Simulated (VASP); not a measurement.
Wanted: the native input for a VASP 6.6.1 run.

* Task: relaxation of cell and atoms
* Functional: LDA
* Potentials or basis: VASP PAW LDA potentials, release 64 (Nb_sv)
* Cutoff: 600 eV
* k mesh: 18 × 18 × 18
* Occupations: gaussian, width 0.1 eV
* Spin: no spin polarisation
* Dipole correction: no
* Further INCAR settings: ALGO = Normal; EDIFF = 1e-07; IBRION = 2; EDIFFG = -0.005; NSW = 100; ISIF = 3

The structure of Nb lies in POSCAR:

```
Nb
1.0
   -1.6266165039      1.6266165039      1.6266165039
    1.6266165039     -1.6266165039      1.6266165039
    1.6266165039      1.6266165039     -1.6266165039
Nb
1
Direct
    0.0000000000      0.0000000000      0.0000000000
```

The input as run:

INCAR

```
SYSTEM = Nb
PREC     = Accurate       ! precision mode
ENCUT    = 600            ! plane-wave cutoff, eV
EDIFF    = 1E-7           ! SCF threshold, eV
ISMEAR   = 0              ! smearing method
SIGMA    = 0.1            ! smearing width, eV
LREAL    = .False.        ! projectors in reciprocal space
LASPH    = .True.         ! aspherical terms in the spheres
NELM     = 60             ! most SCF steps
ALGO     = Normal         ! electronic algorithm
ISIF     = 3              ! what is computed and relaxed
LWAVE    = .False.        ! write WAVECAR
LCHARG   = .False.        ! write CHGCAR
IBRION   = 2              ! ionic algorithm
NSW      = 100            ! ionic steps
EDIFFG   = -0.005         ! ionic threshold
```

KPOINTS

```
regular mesh
0
Gamma
  18 18 18
  0 0 0
```

Potentials or basis: VASP PAW LDA potentials, release 64 (Nb_sv).

Launch:

```console
$ cat potpaw_LDA.64/Nb_sv/POTCAR > POTCAR
$ mpirun -np 1 vasp_std > vasp.out
```

Results of the run:

The relaxed volume is 17.12 Å³/atom, the relaxed cell is a = 2.812 Å, b = 2.812 Å, c = 2.812 Å, α = 109.47°, β = 109.47°, γ = 109.47° and the space group after relaxing (to 0.05 Å) is Im-3m (No. 229). The energy gained by relaxing is 0.3 meV/atom and the ionic steps are 3. The pressure after relaxing is 0.0 GPa.

Wall time 110 s on 1 thread of AMD EPYC 7R13 (shared host), peak memory 0.14 GiB.
